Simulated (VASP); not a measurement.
Here is a VASP 6.6.1 calculation.

The input INCAR:

```
SYSTEM = SrMg3
PREC = Accurate ; ENCUT = 600
EDIFF = 1E-6 ; ISMEAR = -1
SIGMA = 0.05 ; LREAL = .False.
LASPH = .True. ; NELM = 100
ALGO = Normal ; ISIF = 8
LWAVE = .False. ; LCHARG = .False.
GGA = CA ; IBRION = 2
NSW = 80 ; EDIFFG = -0.03
```

File KPOINTS:

```
Automatic mesh
0
Gamma
  6 6 2
  0 0 0
```

Contents of POSCAR:

```
SrMg3
1.0
    3.5686817700      0.0000000000      0.0000000000
   -1.7843408800      3.0905690700      0.0000000000
    0.0000000000      0.0000000000     10.9423930000
Sr Mg
1 3
Direct
    0.6666666667      0.3333333333      0.5000000000
    0.6666666667      0.3333333333      0.0000000000
    0.0000000000      0.0000000000      0.2281800000
    0.0000000000      0.0000000000      0.7718200000
```

Potentials or basis: VASP PAW LDA potentials, release 64 (Sr_sv, Mg).

The run is started by

```console
$ cat potpaw_LDA.64/Sr_sv/POTCAR potpaw_LDA.64/Mg/POTCAR > POTCAR
$ mpirun -np 1 vasp_std > vasp.out
```

Q: Estimate the relaxed volume.

A: 27.78 Å³/atom.

Q: Predict the space group after relaxing (to 0.1 Å).

A: P-6m2 (No. 187).

Q: Estimate the band gap on the k mesh.

A: Zero (bands 8 and 9 overlap by 0.92 eV).

Final structure:
```
Sr Mg
1.0
     3.47175    0.00000    0.00000
    -1.73587    3.00662    0.00000
     0.00000    0.00000   10.64518
Sr Mg
1 3
Direct
  0.66667 0.33333 0.50000
  0.66667 0.33333 0.00000
  0.00000 0.00000 0.22129
  0.00000 0.00000 0.77871
```
